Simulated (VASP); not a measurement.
Set up this calculation in VASP 6.6.1, as the native input.

```yaml
Task: single point
Functional: PBEsol
Potentials_or_basis: VASP PAW PBE potentials, release 64 (Ta_pv, N)
Cutoff: 520 eV
k_mesh: 18 × 18 × 10
Occupations: gaussian, width 0.15 eV
Spin: no spin polarisation
Dipole_correction: no
Further_INCAR_settings: ALGO = Normal; EDIFF = 1e-06; NBANDS = 20
```

The structure of Ta2N lies in POSCAR:

```
Ta2N
1.0
    3.0066255020      0.0000000000      0.0000000000
   -1.5033127510      2.6038140644      0.0000000000
    0.0000000000      0.0000000000      5.1575653862
Ta N
2 1
Direct
    0.6666666667      0.3333333333      0.7463700642
    0.3333333333      0.6666666667      0.2536299358
    0.0000000000      0.0000000000      0.0000000000
```

These files were run (other wordings do the same):

INCAR

```
SYSTEM = Ta2N
ALGO = Normal ; EDIFF = 1E-6
ENCUT = 520 ; GGA = PS
ISIF = 2 ; ISMEAR = 0
LASPH = .TRUE. ; LCHARG = .FALSE.
LREAL = .FALSE. ; LWAVE = .FALSE.
NBANDS = 20 ; NELM = 80
PREC = Accurate ; SIGMA = 0.15
```

KPOINTS

```
k-points
0
G
  18 18 10
  0 0 0
```

Potentials or basis: VASP PAW PBE potentials, release 64 (Ta_pv, N).

Launch:

```sh
$ cat potpaw_PBE.64/Ta_pv/POTCAR potpaw_PBE.64/N/POTCAR > POTCAR
$ mpirun -np 1 vasp_std > vasp.out
```

It gave:

```yaml
Pressure: -4.4 GPa
Largest_force: 0.540 eV/Å
Band_gap_on_the_k_mesh: zero (an odd number of electrons rules out a gap without spin polarisation)
```

Caveat: the stress differs along the axes, from -16 to 1 GPa; the PAW data sets were made with another functional, which shifts forces and pressure a little; spin-orbit coupling is left out, which moves the levels of the heavy elements.

Run time: 4.4 min on 1 thread of Intel Xeon 8259CL, with other jobs on the host, peak memory 0.35 GiB.
